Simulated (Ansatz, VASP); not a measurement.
# Two plane-wave programs on Sb

```
Sb
1.0
    -1.50500    1.50500    2.48000
     1.50500   -1.50500    2.48000
     1.50500    1.50500   -2.48000
Sb
1
Direct
  0.00000 0.00000 0.00000
```

Alike in both runs: task electric field gradients; functional PBE; k mesh 19 × 19 × 19; occupations fermi-dirac, width 0.05 eV; non-collinear spin, spin-orbit coupling.

|  | VASP | Ansatz |
| --- | --- | --- |
| version | VASP 6.6.1 | Ansatz 0.2.0 |
| potentials or method | VASP PAW PBE potentials, release 64 (Sb) | PAW with Ansatz's default frozen-core files, fully relativistic files with spin-orbit coupling |
| plane-wave cutoff (eV) | 520 | 420 |
| valence electrons in the cell | 5 | 15 |

|  | VASP | Ansatz | Ansatz less VASP |
| --- | --- | --- | --- |
| pressure (GPa) | 19.4 | 19.4 | +0.02 |
| traceless stress, the component that is largest in VASP (GPa) | -1.64 | -1.53 | +0.113 |
| size of Vzz on the site where it differs most (V/Å²) | 38.6 | 37.5 | -1.04 |

With one functional, cell and mesh, what is left measures potentials, basis and numerics. VASP's potentials hold 5 valence electrons a cell and Ansatz's 15, so a difference there can come from the potentials and not from the codes.
